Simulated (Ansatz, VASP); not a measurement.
**Two plane-wave programs on BaF2**

```xyz
3
Lattice="0.0000 3.1000 3.1000 3.1000 0.0000 3.1000 3.1000 3.1000 0.0000" Properties=species:S:1:pos:R:3 pbc="T T T"
Ba    0.0000    0.0000    0.0000
F     1.5500    1.5500    1.5500
F     4.6501    4.6501    4.6501
```

Alike in both runs: functional PBE; k mesh 7 × 7 × 7; occupations fermi-dirac, width 0.02 eV; no spin polarisation.

Ansatz relaxed the structure, and its values are those at the end. VASP's run is a single point on that final structure, the one shown.

```csv
,VASP,Ansatz
version,VASP 6.6.1,Ansatz 0.2.0
potentials or method,"VASP PAW PBE potentials, release 64 (Ba_sv, F)","plane-wave PAW, scalar-relativistic"
plane-wave cutoff (eV),600,420
valence electrons in the cell,24,24
```

```csv
,VASP,Ansatz,Ansatz less VASP
gap on the k mesh at the Fermi level (eV),6.78,6.85,+0.068
pressure (GPa),2.3,1.3,-1.01
```

The functional is the same, so the differences come from potentials, cutoffs and numerics. Ansatz's warnings: stress scf threshold loose.

Neither program's run includes spin-orbit coupling.
